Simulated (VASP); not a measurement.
# Cr (C2/m) in VASP: single point with LDA

Aim: the single point of Cr with LDA.

Everything below comes from runs of VASP 6.6.1. Logs are shortened: lines on timing, memory, paths and dates and some standing lists are left out, and cuts for length are marked.

### 1 The cell of the first run

The typed cell holds 2 atoms: a = 3.962 Å, b = 3.962 Å, c = 2.420 Å, α = 35.09°, β = 90.00°, γ = 90.00°.

### 2 Single point, LDA

File INCAR:

```
ALGO     = Fast           # electronic algorithm
EDIFF    = 1E-7           # SCF threshold, eV
ENCUT    = 520            # plane-wave cutoff, eV
ISIF     = 2              # what is computed and relaxed
ISMEAR   = 0              # smearing method
LASPH    = True           # aspherical terms in the spheres
LCHARG   = False          # write CHGCAR
LREAL    = False          # projectors in reciprocal space
LWAVE    = False          # write WAVECAR
NBANDS   = 19             # bands
NELM     = 60             # most SCF steps
PREC     = Accurate       # precision mode
SIGMA    = 0.1            # smearing width, eV
```

File KPOINTS:

```
k-points
0
Gamma
  9 9 24
```

File POSCAR:

```
Cr
1.0
    3.9621891203      0.0000000000      0.0000000000
    0.0000000000      3.9621889518     -0.0011554563
    0.0000000000      1.9806902388      1.3904779542
Cr
2
Direct
    0.5000000000      0.5000000000      0.0000000000
    0.0000000000      0.0000000000      0.0000000000
```

Potentials or basis: VASP PAW LDA potentials, release 64 (Cr_pv).

On the command line:

```console
cat potpaw_LDA.64/Cr_pv/POTCAR > POTCAR
mpirun -np 1 vasp_std > vasp.out
```

OUTCAR:

```text
EDIFF = 1E-7
   ENCUT = 520
   ISIF = 2
   ISMEAR = 0
   LASPH = True
   LREAL = False
   NELM = 60
   PREC = Accurate

 ion  position               nearest neighbor table
   1  0.500  0.500  0.000-   2 2.42   2 2.42   2 2.42   2 2.42   2 2.80   2 2.80   2 2.80   2 2.80

   2  0.000  0.000  0.000-   1 2.42   1 2.42   1 2.42   1 2.42   1 2.80   1 2.80   1 2.80   1 2.80

  LATTYP: Found a simple monoclinic cell.
 ALAT       =     2.4200336285
 B/A-ratio  =     1.6372454802
 C/A-ratio  =     1.0005477768
 COS(beta)  =    -0.3395524555

  Lattice vectors:

 A1 = (   0.0000000000,   1.9806902388,   1.3904779542)
 A2 = (  -3.9621891203,   0.0000000000,   0.0000000000)
 A3 = (   0.0000000000,  -1.9814987130,   1.3916334105)

Analysis of symmetry for initial positions (statically):
=====================================================================
 Subroutine PRICEL returns following result:

  LATTYP: Found a base centered monoclinic cell.
 ALAT       =     2.7821114822
 B/A-ratio  =     1.4241661938
 C/A-ratio  =     0.8698550162
 COS(beta)  =    -0.5743318175

  Lattice vectors:

 A1 = (   1.9810945602,   0.0004042371,  -1.3910556824)
 A2 = (  -1.9810945602,   0.0004042371,  -1.3910556824)
 A3 = (   0.0000000000,   1.9806902388,   1.3904779542)

   2 primitive cells build up your supercell.

 Routine SETGRP: Setting up the symmetry group for a
 simple monoclinic supercell.

 Subroutine GETGRP returns: Found  4 space group operations
 (whereof  4 operations were pure point group operations)
 out of a pool of  4 trial point group operations.

The static configuration has the point symmetry C_2h.

Analysis of symmetry for dynamics (positions and initial velocities):
=====================================================================
 Subroutine PRICEL returns following result:

  LATTYP: Found a base centered monoclinic cell.
 ALAT       =     2.7821114822
 B/A-ratio  =     1.4241661938
 C/A-ratio  =     0.8698550162
 COS(beta)  =    -0.5743318175

  Lattice vectors:

 A1 = (   1.9810945602,   0.0004042371,  -1.3910556824)
 A2 = (  -1.9810945602,   0.0004042371,  -1.3910556824)
 A3 = (   0.0000000000,   1.9806902388,   1.3904779542)

[... 93 lines left out ...]
   dimension x,y,z NGXF=    60 NGYF=   60 NGZF=   36
   ions per type =               2
   NGX,Y,Z   is equivalent  to a cutoff of  12.59, 12.59, 12.37 a.u.
   NGXF,Y,Z  is equivalent  to a cutoff of  25.17, 25.17, 24.73 a.u.
 SYSTEM =  unknown system
   PREC   = accura    normal or accurate (medium, high low for compatibility)
   ISTART =      0    job   : 0-new  1-cont  2-samecut
   ICHARG =      2    charge: 1-file 2-atom 10-const
   ISPIN  =      1    spin polarized calculation?
   LNONCOLLINEAR =      F non collinear calculations
   LSORBIT =      F    spin-orbit coupling
   LASPH  =      T    aspherical Exc in radial PAW
   ENCUT  =  520.0 eV  38.22 Ry    6.18 a.u.   7.37  7.37  4.50*2*pi/ulx,y,z
   NELM   =     60;   NELMIN=  2; NELMDL= -5     # of ELM steps
   EDIFF  = 0.1E-06   stopping-criterion for ELM
   LREAL  =      F    real-space projection
   EDIFFG = 0.1E-05   stopping-criterion for IOM
   NSW    =      0    number of steps for IOM
   IBRION =     -1    ionic relax: 0-MD 1-quasi-New 2-CG
   NFREE  =      0    steps in history (QN), initial steepest desc. (CG)
   ISIF   =      2    stress and relaxation
   ISYM   =      2    0-nonsym 1-usesym 2-fastsym
   POTIM  = 0.5000    time-step for ionic-motion
   TEBEG  =    0.0;   TEEND  =   0.0 temperature during run
   PSTRESS=    0.0 pullay stress
   NELECT =      24.0000    total number of electrons
   NUPDOWN=      -1.0000    fix difference up-down
   EMIN   =  10.00;   EMAX   =-10.00  energy-range for DOS
   EFERMI =   0.00;   METHOD = LEGACY
   ISMEAR =     0;   SIGMA  =   0.10  broadening in eV -4-tet -1-fermi 0-gaus
   EFERMI_NEDOS =   21; number of points for ismear=-14 and -15
   IALGO  =     68    algorithm
   IMIX   =      4    mixing-type and parameters
     AMIX     =   0.40;   BMIX     =  1.00
     AMIX_MAG =   1.60;   BMIX_MAG =  1.00
  volume/ion in A,a.u.               =      10.92        73.69
  Fermi-wavevector in a.u.,A,eV,Ry     =   1.689430  3.192560 38.833407  2.854175
  Thomas-Fermi vector in A             =   2.771558
   LORBIT       =      0    0 simple, 1 ext, 2 COOP (PROOUT), +10 PAW based schemes
   GGA     = CA    functional components
   LHFCALC =     F    Hartree Fock is set to
   AEXX    =    0.0000 exact exchange contribution
   IVDW    =     0    specifies the selected vdW correction
   LEPSILON=     F    determine dielectric tensor
   LRPA    =     F    only Hartree local field effects (RPA)
 non-spin polarized calculation
 RMM-DIIS sequential band-by-band and
 Gauss-broadening in eV      SIGMA  =   0.10
  energy-cutoff  :      520.00
  volume of cell :       21.84
 maximum number of plane-waves:       613
 NGX is ok and might be reduce to    30
   NGX = 15   NGY = 15   NGZ =  9

 number of electron      24.0000001 magnetization

 Free energy of the ion-electron system (eV)
  ---------------------------------------------------
  ext. energy  EPLUGINS =         0.00000000
  ---------------------------------------------------
  free energy    TOTEN  =       -21.25730504 eV

  energy without entropy =      -21.25000720  energy(sigma->0) =      -21.25365612

 E-fermi :  11.6402     XC(G=0): -14.3348

 val. band max:       11.6375453035   @ k =   0.0000   0.1111   0.2083
 cond. band min:      11.6452787488   @ k =   0.1111  -0.1111   0.4583
 fundamental gap:      0.0077334453
 Fermi energy:        11.6401596227

 k-point     1 :       0.0000    0.0000    0.0000
  band No.  band energies     occupation
      1     -31.7627      2.00000
      2     -30.9742      2.00000
      3     -30.6420      2.00000
      4     -30.6367      2.00000
      5     -30.6357      2.00000
      6     -30.6283      2.00000
[... 505 lines left out ...]
      6     -30.6577      2.00000
[... 11 lines left out ...]
     18      15.9796      0.00000
     19      16.9995      0.00000

 [... further k-points ...]
[... 5 lines left out ...]
  --------------------------------------------------------------------------------------
  -------------------------------------------------------------------------------------
  Total       -0.4360662     -0.4331804     -0.0040755      0.0000000     -0.0081768      0.0000000
  in kB      -31.9924950    -31.7807795     -0.2990009      0.0000000     -0.5998992      0.0000000
  external PRESSURE =     -21.3574251 kB  Pullay stress =       0.0000000 kB

 VOLUME and BASIS-vectors are now :
 -----------------------------------------------------------------------------
  energy-cutoff  :      520.00
  volume of cell :       21.84
      direct lattice vectors                 reciprocal lattice vectors
     3.962189120  0.000000000  0.000000000     0.252385732  0.000000000  0.000000000
     0.000000000  3.962188952 -0.001155456     0.000000000  0.252280944 -0.359365930
     0.000000000  1.980690239  1.390477954     0.000000000  0.000209640  0.718878545

 POSITION                                       TOTAL-FORCE (eV/Angst)
 -----------------------------------------------------------------------------------
      1.98109      1.98109     -0.00058         0.000000      0.000000     -0.000000
      0.00000      0.00000      0.00000        -0.000000     -0.000000      0.000000
 -----------------------------------------------------------------------------------
    total drift:                                0.000000      0.000000     -0.000000

  FREE ENERGIE OF THE ION-ELECTRON SYSTEM (eV)
  ---------------------------------------------------
  free  energy   TOTEN  =       -21.2573050450 eV

  energy  without entropy=      -21.2500071974  energy(sigma->0) =      -21.25365612
```

stdout:

```text
POSCAR found type information on POSCAR Cr
 POSCAR found :  1 types and       2 ions
 scaLAPACK will be used
 LDA part: xc-table for (Slater(with rela. corr.)+CA(PZ))
 , standard interpolation
 POSCAR, INCAR and KPOINTS ok, starting setup
 FFT: planning ... GRIDC
 FFT: planning ... GRID_SOFT
 FFT: planning ... GRID
 WAVECAR not read
 entering main loop
WARNING in EDDRMM: call to ZHEGV failed, returncode =   8  4     17
WARNING in EDDRMM: call to ZHEGV failed, returncode =   6  3     18
WARNING in EDDRMM: call to ZHEGV failed, returncode =   8  4     18
WARNING in EDDRMM: call to ZHEGV failed, returncode =   8  4     18
WARNING in EDDRMM: call to ZHEGV failed, returncode =   8  4     18
WARNING in EDDRMM: call to ZHEGV failed, returncode =   8  4     18
WARNING in EDDRMM: call to ZHEGV failed, returncode =   8  4     18
WARNING in EDDRMM: call to ZHEGV failed, returncode =   6  3     18
WARNING in EDDRMM: call to ZHEGV failed, returncode =   8  4     18
WARNING in EDDRMM: call to ZHEGV failed, returncode =   8  4     18
WARNING in EDDRMM: call to ZHEGV failed, returncode =   6  3     19
WARNING in EDDRMM: call to ZHEGV failed, returncode =   8  4     19
WARNING in EDDRMM: call to ZHEGV failed, returncode =   6  3     18
WARNING in EDDRMM: call to ZHEGV failed, returncode =   6  3     19
WARNING in EDDRMM: call to ZHEGV failed, returncode =   8  4     18
WARNING in EDDRMM: call to ZHEGV failed, returncode =   6  3     19
WARNING in EDDRMM: call to ZHEGV failed, returncode =   6  3     19
WARNING in EDDRMM: call to ZHEGV failed, returncode =   6  3     18
 num prob RMM:  18    -0.212573050450E+02   -0.24462E-07   -0.27694E-07 20941   0.278E-03
```

Wall time 3.6 min (1 thread of Intel Xeon Platinum 8488C (Sapphire Rapids), shared host); peak memory 0.28 GiB.

Results:

| Item | Value |
| --- | --- |
| Free energy | -21.2573 eV |
| Pressure | -2.1 GPa |
| Band gap on the k mesh | zero (band 12 reaches 12.94 eV, above the bottom of band 13 at 10.86 eV) |

Levels at points of the mesh, in eV from the Fermi level:
```tsv
k point	band 9	band 10	band 11	band 12	band 13	band 14	band 15	band 16
(0.00, 0.00, 0.00)	-2.64	-1.06	-0.99	-0.99	1.11	1.13	1.17	1.30
(0.00, 0.00, 0.50)	-4.72	-2.64	1.13	1.30	1.49	2.65	2.65	2.66
```

Caveat: the run has no spin polarisation, though such a crystal can be magnetic.
